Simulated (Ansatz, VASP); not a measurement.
## Al: VASP beside Ansatz

```
Al
1.0
     8.10000    0.00000    0.00000
     0.00000    8.10000    0.00000
     0.00000    0.00000    8.10000
Al
33
Direct
  0.50218 0.00245 0.99753
  0.75080 0.24971 0.05624
  0.74983 0.98614 0.24969
  0.99820 0.00165 0.99833
  0.24931 0.25004 0.01390
  0.50246 0.49738 0.99726
  0.74983 0.75022 0.01390
  0.25029 0.99641 0.25016
  0.48646 0.25004 0.24969
  0.74983 0.51367 0.24969
  0.50257 0.00284 0.50271
  0.75079 0.24971 0.44155
  0.75080 0.94344 0.75041
  0.99793 0.49819 0.99806
  0.25029 0.74989 0.00360
  0.01399 0.25004 0.24969
  0.25029 0.50352 0.25016
  0.49650 0.74989 0.25016
  0.99781 0.00203 0.50190
  0.24930 0.25004 0.48637
  0.50285 0.49699 0.50299
  0.74983 0.75022 0.48637
  0.24931 0.98614 0.74994
  0.44027 0.24971 0.75041
  0.75079 0.55812 0.75041
  0.00359 0.74989 0.25016
  0.99754 0.49780 0.50217
  0.25029 0.74989 0.49649
  0.05499 0.24971 0.75041
  0.24930 0.51367 0.74994
  0.48646 0.75022 0.74994
  0.01398 0.75022 0.74994
  0.74680 0.25106 0.74849
```

Alike in both runs: functional r2SCAN; k mesh 2 × 2 × 2; occupations fermi-dirac, width 0.15 eV; no spin polarisation.

Ansatz relaxed the structure, and its values are those at the end. VASP's run is a single point on that final structure, the one shown.

|  | VASP | Ansatz |
| --- | --- | --- |
| version | VASP 6.6.1 | Ansatz 0.2.0 |
| potentials or method | VASP PAW PBE potentials, release 64 (Al), cutoff 520 eV | scalar-relativistic, plane waves, PAW |
| valence electrons in the cell | 99 | 99 |

```csv
,VASP,Ansatz,Ansatz less VASP
rms of the force components (eV/Å),0.011,0.012,+0.0012
```

VASP's potentials were made for PBE, not for r2SCAN. With one functional, cell and mesh, what is left measures potentials, basis and numerics.

The k mesh is coarse, so the values compare programs but aren't converged.
